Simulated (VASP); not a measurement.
Li: single point with PBE

Crystal: Li.

```
Li
1.0
     0.00000    2.16686    2.16686
     2.16686    0.00000    2.16686
     2.16686    2.16686    0.00000
Li
1
Direct
  0.00000 0.00000 0.00000
```

This isn't the form of Li at room conditions, which is bcc.

```
Program             : VASP 6.6.1
Task                : single point
Functional          : PBE
Potentials or basis : VASP PAW PBE potentials, release 64 (Li_sv)
Cutoff              : 520 eV
k mesh              : 13 × 13 × 13
Occupations         : fermi-dirac, width 0.136057 eV
Spin                : no spin polarisation
```

```
Band gap on the k mesh : zero (an odd number of electrons rules out a gap without spin polarisation)
```

Levels at points of the mesh, in eV from the Fermi level:
```csv
k point,band 1,band 2,band 3,band 4,band 5,band 6,band 7
"(0.00, 0.00, 0.00)",-46.54,-3.56,14.31,14.31,14.31,18.19,18.19
```

Run time: 9.9 s on 1 thread of Intel Xeon 8259CL, on a shared host, peak memory 0.13 GiB.
